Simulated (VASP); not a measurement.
# NaI (Fm-3m) in VASP: a series of runs

NaI is run at these levels: PBE, r2SCAN, HSE06; tasks: single point.

Everything below comes from runs of VASP 6.6.1. Logs are shortened: lines on timing, memory, paths and dates and some standing lists are left out, and cuts for length are marked.

**1. The cell of the first run**

The structure is cubic, space group Fm-3m (No. 225). The conventional cell has a = 6.459 Å, b = 6.459 Å, c = 6.459 Å, α = 90.00°, β = 90.00°, γ = 90.00°. Within 4.2 Å of Na (site symmetry m-3m) lie 6 I at 3.23 Å. Within 4.2 Å of I (site symmetry m-3m) lie 6 Na at 3.23 Å.

**2. Single point, PBE**

Input file INCAR:

```
ALGO = Normal
EDIFF = 1E-6
ENCUT = 520
GGA = PE
ISIF = 2
ISMEAR = 0
LASPH = True
LCHARG = True
LELF = True
LREAL = False
LVHAR = True
LWAVE = False
NBANDS = 14
NELM = 100
PREC = Accurate
SIGMA = 0.01
```

Input file KPOINTS:

```
k-points
0
Gamma
  6 6 6
```

Input file POSCAR:

```
NaI
1.0
    0.0000000000      3.2297205820      3.2297205820
    3.2297205820      0.0000000000      3.2297205820
    3.2297205820      3.2297205820      0.0000000000
Na I
1 1
Direct
    0.0000000000      0.0000000000      0.0000000000
    0.5000000000      0.5000000000      0.5000000000
```

Potentials or basis: VASP PAW PBE potentials, release 64 (Na_pv, I).

On the command line:

```sh
$ cat potpaw_PBE.64/Na_pv/POTCAR potpaw_PBE.64/I/POTCAR > POTCAR
$ mpirun -np 1 vasp_std > vasp.out
```

OUTCAR:

```text
EDIFF = 1E-6
   ENCUT = 520
   GGA = PE
   ISIF = 2
   ISMEAR = 0
   LASPH = True
   LREAL = False
   NELM = 100
   PREC = Accurate

 ion  position               nearest neighbor table
   1  0.000  0.000  0.000-
   2  0.500  0.500  0.500-

  LATTYP: Found a face centered cubic cell.
 ALAT       =     6.4594411640

  Lattice vectors:

 A1 = (   0.0000000000,   3.2297205820,   3.2297205820)
 A2 = (   3.2297205820,   0.0000000000,   3.2297205820)
 A3 = (   3.2297205820,   3.2297205820,   0.0000000000)

Analysis of symmetry for initial positions (statically):
=====================================================================
 Subroutine PRICEL returns:
 Original cell was already a primitive cell.

 Routine SETGRP: Setting up the symmetry group for a
 face centered cubic supercell.

 Subroutine GETGRP returns: Found 48 space group operations
 (whereof 48 operations were pure point group operations)
 out of a pool of 48 trial point group operations.

The static configuration has the point symmetry O_h .

Analysis of symmetry for dynamics (positions and initial velocities):
=====================================================================
 Subroutine PRICEL returns:
 Original cell was already a primitive cell.

 Routine SETGRP: Setting up the symmetry group for a
 face centered cubic supercell.

 Subroutine GETGRP returns: Found 48 space group operations
 (whereof 48 operations were pure point group operations)
 out of a pool of 48 trial point group operations.

The dynamic configuration has the point symmetry O_h .

 Subroutine INISYM returns: Found 48 space group operations
 (whereof 48 operations are pure point group operations),
 and found     1 'primitive' translations

----------------------------------------------------------------------------------------

                                     Primitive cell

  volume of cell :      67.3790

  direct lattice vectors                    reciprocal lattice vectors
     0.000000000  3.229720582  3.229720582    -0.154812154  0.154812154  0.154812154
     3.229720582  0.000000000  3.229720582     0.154812154 -0.154812154  0.154812154
     3.229720582  3.229720582  0.000000000     0.154812154  0.154812154 -0.154812154

  length of vectors
     4.567514650  4.567514650  4.567514650     0.268142516  0.268142516  0.268142516

  position of ions in fractional coordinates (direct lattice)
     0.000000000  0.000000000  0.000000000
     0.500000000  0.500000000  0.500000000

  ion indices of the primitive-cell ions
   primitive index   ion index
                 1           1
                 2           2

----------------------------------------------------------------------------------------

 KPOINTS: k-points

Automatic generation of k-mesh.
 Grid dimensions read from file:
 generate k-points for:    6    6    6

 Generating k-lattice:

  Cartesian coordinates                     Fractional coordinates (reciprocal lattice)
    -0.025802026  0.025802026  0.025802026     0.166666667  0.000000000  0.000000000
     0.025802026 -0.025802026  0.025802026     0.000000000  0.166666667  0.000000000
     0.025802026  0.025802026 -0.025802026     0.000000000  0.000000000  0.166666667

  Length of vectors
     0.044690419  0.044690419  0.044690419

  Shift w.r.t. Gamma in fractional coordinates (k-lattice)
     0.000000000  0.000000000  0.000000000

 Subroutine IBZKPT returns following result:
 ===========================================

 Found     16 irreducible k-points:

 Following reciprocal coordinates:
            Coordinates               Weight
  0.000000  0.000000  0.000000      1.000000
  0.166667  0.000000  0.000000      8.000000
  0.333333  0.000000  0.000000      8.000000
  0.500000  0.000000  0.000000      4.000000
  0.166667  0.166667  0.000000      6.000000
  0.333333  0.166667  0.000000     24.000000
[... 8 lines left out ...]
 -0.333333  0.333333  0.166667     24.000000
 -0.333333  0.500000  0.166667     12.000000
   k-points           NKPTS =     16   k-points in BZ     NKDIM =     16   number of bands    NBANDS=     14
   number of dos      NEDOS =    301   number of ions     NIONS =      2
   total plane-waves  NPLWV =  46656
   dimension x,y,z NGX =    36 NGY =   36 NGZ =   36
   dimension x,y,z NGXF=    72 NGYF=   72 NGZF=   72
   ions per type =               1   1
   NGX,Y,Z   is equivalent  to a cutoff of  13.10, 13.10, 13.10 a.u.
   NGXF,Y,Z  is equivalent  to a cutoff of  26.21, 26.21, 26.21 a.u.
 SYSTEM =  unknown system
   PREC   = accura    normal or accurate (medium, high low for compatibility)
   ISTART =      0    job   : 0-new  1-cont  2-samecut
   ICHARG =      2    charge: 1-file 2-atom 10-const
   ISPIN  =      1    spin polarized calculation?
   LNONCOLLINEAR =      F non collinear calculations
   LSORBIT =      F    spin-orbit coupling
   LASPH  =      T    aspherical Exc in radial PAW
   ENCUT  =  520.0 eV  38.22 Ry    6.18 a.u.   8.49  8.49  8.49*2*pi/ulx,y,z
   NELM   =    100;   NELMIN=  2; NELMDL= -5     # of ELM steps
   EDIFF  = 0.1E-05   stopping-criterion for ELM
   LREAL  =      F    real-space projection
   EDIFFG = 0.1E-04   stopping-criterion for IOM
   NSW    =      0    number of steps for IOM
   IBRION =     -1    ionic relax: 0-MD 1-quasi-New 2-CG
   NFREE  =      0    steps in history (QN), initial steepest desc. (CG)
   ISIF   =      2    stress and relaxation
   ISYM   =      2    0-nonsym 1-usesym 2-fastsym
   POTIM  = 0.5000    time-step for ionic-motion
   TEBEG  =    0.0;   TEEND  =   0.0 temperature during run
   PSTRESS=    0.0 pullay stress
   NELECT =      14.0000    total number of electrons
   NUPDOWN=      -1.0000    fix difference up-down
   EMIN   =  10.00;   EMAX   =-10.00  energy-range for DOS
   EFERMI =   0.00;   METHOD = LEGACY
   ISMEAR =     0;   SIGMA  =   0.01  broadening in eV -4-tet -1-fermi 0-gaus
   EFERMI_NEDOS =   21; number of points for ismear=-14 and -15
   IALGO  =     38    algorithm
   IMIX   =      4    mixing-type and parameters
     AMIX     =   0.40;   BMIX     =  1.00
     AMIX_MAG =   1.60;   BMIX_MAG =  1.00
  volume/ion in A,a.u.               =      33.69       227.35
  Fermi-wavevector in a.u.,A,eV,Ry     =   0.969637  1.832348 12.792145  0.940196
  Thomas-Fermi vector in A             =   2.099706
   LORBIT       =      0    0 simple, 1 ext, 2 COOP (PROOUT), +10 PAW based schemes
   GGA     = PE    functional components
   LHFCALC =     F    Hartree Fock is set to
   AEXX    =    0.0000 exact exchange contribution
   IVDW    =     0    specifies the selected vdW correction
   LEPSILON=     F    determine dielectric tensor
   LRPA    =     F    only Hartree local field effects (RPA)
 non-spin polarized calculation
 Gauss-broadening in eV      SIGMA  =   0.01
  energy-cutoff  :      520.00
  volume of cell :       67.38
 maximum number of plane-waves:      1837
 NGX is ok and might be reduce to    36
   NGX = 17   NGY = 17   NGZ = 17

 number of electron      13.9999994 magnetization

 Free energy of the ion-electron system (eV)
  ---------------------------------------------------
  ext. energy  EPLUGINS =         0.00000000
  ---------------------------------------------------
  free energy    TOTEN  =        -5.38363563 eV

  energy without entropy =       -5.38363563  energy(sigma->0) =       -5.38363563

 E-fermi :   0.9549     XC(G=0):  -7.7296

 val. band max:        0.8500786321   @ k =   0.0000   0.0000   0.0000
 cond. band min:       4.5071891284   @ k =   0.0000   0.0000   0.0000
 fundamental gap:      3.6571104963
 Fermi energy:         0.9549026258

 k-point     1 :       0.0000    0.0000    0.0000
  band No.  band energies     occupation
      1     -21.5820      2.00000
      2     -21.5820      2.00000
      3     -21.5820      2.00000
      4     -10.1834      2.00000
      5       0.8501      2.00000
      6       0.8501      2.00000
      7       0.8501      2.00000
      8       4.5072      0.00000
      9       8.7796      0.00000
     10       8.7796      0.00000
     11       8.7796      0.00000
     12      10.6080      0.00000
     13      10.6080      0.00000
     14      11.2898      0.00000

 k-point     2 :       0.1667    0.0000    0.0000
  band No.  band energies     occupation
      1     -21.5834      2.00000
      2     -21.5821      2.00000
      3     -21.5821      2.00000
      4     -10.1081      2.00000
      5       0.1095      2.00000
      6       0.7739      2.00000
      7       0.7739      2.00000
      8       5.3218      0.00000
      9       8.2998      0.00000
     10       8.9715      0.00000
     11       8.9715      0.00000
     12      10.1000      0.00000
     13      10.1000      0.00000
     14      11.6806      0.00000

 k-point     3 :       0.3333    0.0000    0.0000
  band No.  band energies     occupation
      1     -21.5861      2.00000
      2     -21.5823      2.00000
      3     -21.5823      2.00000
      4      -9.9485      2.00000
      5      -0.9294      2.00000
      6       0.6316      2.00000
      7       0.6316      2.00000
      8       5.9599      0.00000
      9       8.5557      0.00000
     10       8.5557      0.00000
     11       8.8742      0.00000
     12      11.0089      0.00000
     13      11.1434      0.00000
     14      11.1434      0.00000

 k-point     4 :       0.5000    0.0000    0.0000
  band No.  band energies     occupation
      1     -21.5875      2.00000
      2     -21.5824      2.00000
      3     -21.5824      2.00000
      4      -9.8635      2.00000
      5      -1.3522      2.00000
      6       0.5650      2.00000
      7       0.5650      2.00000
      8       5.9449      0.00000
      9       8.2995      0.00000
     10       8.2995      0.00000
     11       9.6259      0.00000
     12      11.1715      0.00000
     13      13.1330      0.00000
     14      13.1330      0.00000

 k-point     5 :       0.1667    0.1667    0.0000
  band No.  band energies     occupation
      1     -21.5832      2.00000
      2     -21.5825      2.00000
      3     -21.5825      2.00000
      4     -10.0845      2.00000
      5       0.1158      2.00000
      6       0.6356      2.00000
      7       0.6356      2.00000
      8       5.6082      0.00000
      9       7.7784      0.00000
     10       8.9009      0.00000
     11       9.4000      0.00000
[... 140 lines left out ...]
 k-point    14 :       0.5000    0.3333    0.1667
  band No.  band energies     occupation
      1     -21.5857      2.00000
      2     -21.5839      2.00000
      3     -21.5829      2.00000
      4      -9.8523      2.00000
      5      -0.8478      2.00000
      6      -0.0738      2.00000
      7       0.3361      2.00000
      8       6.7817      0.00000
      9       7.5889      0.00000
     10       7.8591      0.00000
     11       9.8844      0.00000
     12      10.9809      0.00000
     13      13.0366      0.00000
     14      13.7818      0.00000

 k-point    15 :      -0.3333    0.3333    0.1667
  band No.  band energies     occupation
      1     -21.5859      2.00000
      2     -21.5843      2.00000
      3     -21.5832      2.00000
      4      -9.7988      2.00000
      5      -0.8849      2.00000
      6      -0.3334      2.00000
      7       0.1969      2.00000
      8       6.8796      0.00000
      9       7.5025      0.00000
     10       8.7364      0.00000
     11       9.3688      0.00000
     12      11.3003      0.00000
     13      12.6404      0.00000
     14      13.8061      0.00000

 k-point    16 :      -0.3333    0.5000    0.1667
  band No.  band energies     occupation
      1     -21.5855      2.00000
      2     -21.5843      2.00000
      3     -21.5839      2.00000
      4      -9.7788      2.00000
      5      -0.8358      2.00000
      6      -0.2660      2.00000
      7      -0.0471      2.00000
      8       6.2157      0.00000
      9       7.3475      0.00000
     10       9.4338      0.00000
     11       9.4928      0.00000
     12      12.4962      0.00000
     13      13.3359      0.00000
     14      13.5130      0.00000

------------------------ aborting loop because EDIFF is reached ----------------------------------------

  FORCE on cell =-STRESS in cart. coord.  units (eV):
  Direction    XX          YY          ZZ          XY          YZ          ZX
  --------------------------------------------------------------------------------------
  -------------------------------------------------------------------------------------
  Total        0.2263362      0.2263362      0.2263362      0.0000000      0.0000000     -0.0000000
  in kB        5.3819511      5.3819511      5.3819511      0.0000000      0.0000000     -0.0000000
  external PRESSURE =       5.3819511 kB  Pullay stress =       0.0000000 kB

 VOLUME and BASIS-vectors are now :
 -----------------------------------------------------------------------------
  energy-cutoff  :      520.00
  volume of cell :       67.38
      direct lattice vectors                 reciprocal lattice vectors
     0.000000000  3.229720582  3.229720582    -0.154812154  0.154812154  0.154812154
     3.229720582  0.000000000  3.229720582     0.154812154 -0.154812154  0.154812154
     3.229720582  3.229720582  0.000000000     0.154812154  0.154812154 -0.154812154

 POSITION                                       TOTAL-FORCE (eV/Angst)
 -----------------------------------------------------------------------------------
      0.00000      0.00000      0.00000         0.000000      0.000000     -0.000000
      3.22972      3.22972      3.22972         0.000000      0.000000      0.000000
 -----------------------------------------------------------------------------------
    total drift:                                0.000000      0.000000      0.000000

  FREE ENERGIE OF THE ION-ELECTRON SYSTEM (eV)
  ---------------------------------------------------
  free  energy   TOTEN  =        -5.3836356260 eV

  energy  without entropy=       -5.3836356260  energy(sigma->0) =       -5.38363563
```

It took 14 s on 1 thread of Intel Xeon Platinum 8259CL at 2.50GHz (Skylake/Cascade Lake), shared host; peak memory 0.2 GiB.

What came out:

```yaml
Free_energy: -5.3836 eV
Pressure: 0.5 GPa
Band_gap_on_the_k_mesh: 3.66 eV, direct
```

Caveat: spin-orbit coupling is left out, which moves the levels of the heavy elements. PBE gaps usually lie below the measured ones, often by a third to a half.

**3. Single point, r2SCAN**

POSCAR is that of step 2.

Input file INCAR.step1:

```
SYSTEM = NaI
ALGO = Normal
EDIFF = 1E-4
ENCUT = 520
GGA = PE
ISMEAR = 0
LASPH = .TRUE.
LCHARG = .FALSE.
LREAL = .FALSE.
LWAVE = .TRUE.
NBANDS = 14
NELM = 60
PREC = Accurate
SIGMA = 0.01
```

Input file INCAR.step2:

```
SYSTEM = NaI
ALGO = Normal
EDIFF = 1E-6
ENCUT = 520
ISIF = 2
ISMEAR = 0
ISTART = 1
LASPH = .TRUE.
LCHARG = .FALSE.
LMIXTAU = .TRUE.
LREAL = .FALSE.
LWAVE = .FALSE.
METAGGA = R2SCAN
NBANDS = 14
NELM = 60
PREC = Accurate
SIGMA = 0.01
```

Input file KPOINTS:

```
k-points
0
G
  6 6 6
  0 0 0
```

Potentials or basis: VASP PAW PBE potentials, release 64 (Na_pv, I).

On the command line:

```sh
$ cat potpaw_PBE.64/Na_pv/POTCAR potpaw_PBE.64/I/POTCAR > POTCAR
$ cp INCAR.step1 INCAR
$ mpirun -np 1 vasp_std > vasp.out
$ cp INCAR.step2 INCAR
$ mpirun -np 1 vasp_std > vasp.out
```

Wall time 52 s (1 thread of Intel Xeon Platinum 8259CL at 2.50GHz (Skylake/Cascade Lake), shared host); peak memory 0.21 GiB.

The run converged. Its results:

- Free energy: -31.0858 eV
- Pressure: -0.1 GPa
- Band gap on the k mesh: 4.46 eV, direct

Levels at points of the mesh, in eV from the valence-band top:
| k point | band 3 | band 4 | band 5 | band 6 | band 7 | band 8 | band 9 | band 10 | band 11 | band 12 |
| --- | --- | --- | --- | --- | --- | --- | --- | --- | --- | --- |
| (0.00, 0.00, 0.00) | -23.24 | -11.36 | 0.00 | 0.00 | 0.00 | 4.46 | 8.47 | 8.47 | 8.47 | 10.34 |
| (0.50, 0.00, 0.00) | -23.24 | -11.02 | -2.21 | -0.30 | -0.30 | 5.70 | 8.08 | 8.08 | 9.83 | 11.07 |
| (0.50, 0.50, 0.00) | -23.25 | -10.94 | -1.95 | -0.77 | -0.77 | 5.23 | 6.01 | 10.77 | 12.19 | 12.33 |

Caveat: the PAW data sets were made with another functional, which shifts forces and pressure a little; spin-orbit coupling is left out, which moves the levels of the heavy elements.

**4. Single point, HSE06**

POSCAR is that of step 3.

Input file INCAR.step1:

```
SYSTEM = NaI
ALGO     = Normal         ! electronic algorithm
EDIFF    = 1E-5           ! SCF threshold, eV
ENCUT    = 520            ! plane-wave cutoff, eV
GGA      = PE             ! functional
ISIF     = 2              ! what is computed and relaxed
ISMEAR   = 0              ! smearing method
LASPH    = .TRUE.         ! aspherical terms in the spheres
LREAL    = .FALSE.        ! projectors in reciprocal space
LWAVE    = .TRUE.         ! write WAVECAR
NBANDS   = 14             ! bands
NELM     = 80             ! most SCF steps
PREC     = Accurate       ! precision mode
SIGMA    = 0.01           ! smearing width, eV
```

Input file INCAR.step2:

```
SYSTEM = NaI
ALGO     = Normal         ! electronic algorithm
EDIFF    = 1E-7           ! SCF threshold, eV
ENCUT    = 520            ! plane-wave cutoff, eV
GGA      = PE             ! functional
HFSCREEN = 0.2079         ! screening, 1/A
ISIF     = 2              ! what is computed and relaxed
ISMEAR   = 0              ! smearing method
ISTART   = 1            
LASPH    = .TRUE.         ! aspherical terms in the spheres
LCHARG   = .TRUE.         ! write CHGCAR
LELF     = .TRUE.         ! ELF
LHFCALC  = .TRUE.         ! exact exchange
LREAL    = .FALSE.        ! projectors in reciprocal space
LVHAR    = .TRUE.       
LWAVE    = .FALSE.        ! write WAVECAR
NBANDS   = 14             ! bands
NELM     = 80             ! most SCF steps
PREC     = Accurate       ! precision mode
PRECFOCK = Normal       
SIGMA    = 0.01           ! smearing width, eV
```

Input file KPOINTS:

```
k-points
0
G
  4 4 4
  0 0 0
```

On the command line:

```sh
$ cat potpaw_PBE.64/Na_pv/POTCAR potpaw_PBE.64/I/POTCAR > POTCAR
$ cp INCAR.step1 INCAR
$ mpirun -np 1 vasp_std > vasp.out
$ cp INCAR.step2 INCAR
$ mpirun -np 1 vasp_std > vasp.out
```

Wall time 4 min (1 thread of Intel Xeon Platinum 8559C (Emerald Rapids), shared host); peak memory 0.31 GiB.

It converged, with:

- Free energy: -6.2553 eV
- Pressure: 0.3 GPa
- Band gap on the k mesh: 4.67 eV, direct

Levels at points of the mesh, in eV from the valence-band top:
| k point | band 5 | band 6 | band 7 | band 8 | band 9 | band 10 |
| --- | --- | --- | --- | --- | --- | --- |
| (0.00, 0.00, 0.00) | 0.00 | 0.00 | 0.00 | 4.67 | 9.01 | 9.01 |
| (0.50, 0.00, 0.00) | -2.35 | -0.31 | -0.31 | 6.07 | 8.54 | 8.54 |
| (0.50, 0.50, 0.00) | -2.07 | -0.81 | -0.81 | 5.53 | 6.50 | 11.13 |

Caveat: the k points lie up to 0.42 Å⁻¹ apart; the PAW data sets were made with another functional, which shifts forces and pressure a little; spin-orbit coupling is left out, which moves the levels of the heavy elements.

**5. The runs side by side**

```tsv
level	k mesh	grid for exact exchange (PRECFOCK)	screening parameter	gap on the mesh (eV)	pressure (GPa)
PBE	6 × 6 × 6	-	-	3.66	0.5
r2SCAN	6 × 6 × 6	-	-	4.46	-0.1
HSE06	4 × 4 × 4	Normal	0.2079 1/Å	4.67	0.3
```

Alike in all rows: task single point; potentials or basis VASP PAW PBE potentials, release 64 (Na_pv, I); no spin polarisation; cell as given; cutoff (eV) 520; smearing gaussian 0.01 eV.

Caveats: some runs use coarse meshes; spin-orbit coupling is left out, which moves the levels of the heavy elements; the PAW data sets were made with another functional, which shifts forces and pressure a little (some runs).

Total energies depend on the potentials used, so only differences within one code and one set of settings carry meaning.
